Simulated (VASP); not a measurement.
Input of a VASP 6.6.1 run:

File INCAR:

```
ALGO     = Normal         # electronic algorithm
DIPOL    = 0.5 0.5 0.500
EDIFF    = 1E-7           # SCF threshold, eV
EDIFFG   = -0.02          # ionic threshold
ENCUT    = 520            # plane-wave cutoff, eV
GGA      = PS             # functional
IBRION   = 2              # ionic algorithm
IDIPOL   = 3            
ISIF     = 2              # what is computed and relaxed
ISMEAR   = 0              # smearing method
LASPH    = True           # aspherical terms in the spheres
LCHARG   = False          # write CHGCAR
LDIPOL   = True         
LREAL    = False          # projectors in reciprocal space
LWAVE    = False          # write WAVECAR
NELM     = 60             # most SCF steps
NSW      = 80             # ionic steps
PREC     = Accurate       # precision mode
SIGMA    = 0.1            # smearing width, eV
```

KPOINTS

```
k-points
0
Gamma
  12 12 1
```

File POSCAR:

```
Al
1.0
    2.8394492336      0.0000000000      0.0000000000
    0.0000000000      2.8394492336      0.0000000000
    0.0000000000      0.0000000000     27.0467628474
Al
7
Direct
    0.5000000000      0.5000000000      0.2772975103
    0.0000000000      0.0000000000      0.3515316736
    0.5000000000      0.5000000000      0.4257658368
    0.0000000000      0.0000000000      0.5000000000
    0.5000000000      0.5000000000      0.5742341632
    0.0000000000      0.0000000000      0.6484683264
    0.5000000000      0.5000000000      0.7227024897
```

Potentials or basis: VASP PAW PBE potentials, release 64 (Al).

Command:

```bash
$ cat potpaw_PBE.64/Al/POTCAR > POTCAR
$ mpirun -np 1 vasp_std > vasp.out
```

Q: What does it give for the band gap on the k mesh?

A: Zero (an odd number of electrons rules out a gap without spin polarisation).

Q: Predict the energy gained by relaxing.

A: 0.8 meV/atom.

Final structure:
```
Al
1.0
     2.83945    0.00000    0.00000
     0.00000    2.83945    0.00000
     0.00000    0.00000   27.04676
Al
7
Direct
  0.50000 0.50000 0.27645
  0.00000 0.00000 0.35223
  0.50000 0.50000 0.42596
  0.00000 0.00000 0.50000
  0.50000 0.50000 0.57404
  0.00000 0.00000 0.64777
  0.50000 0.50000 0.72355
```
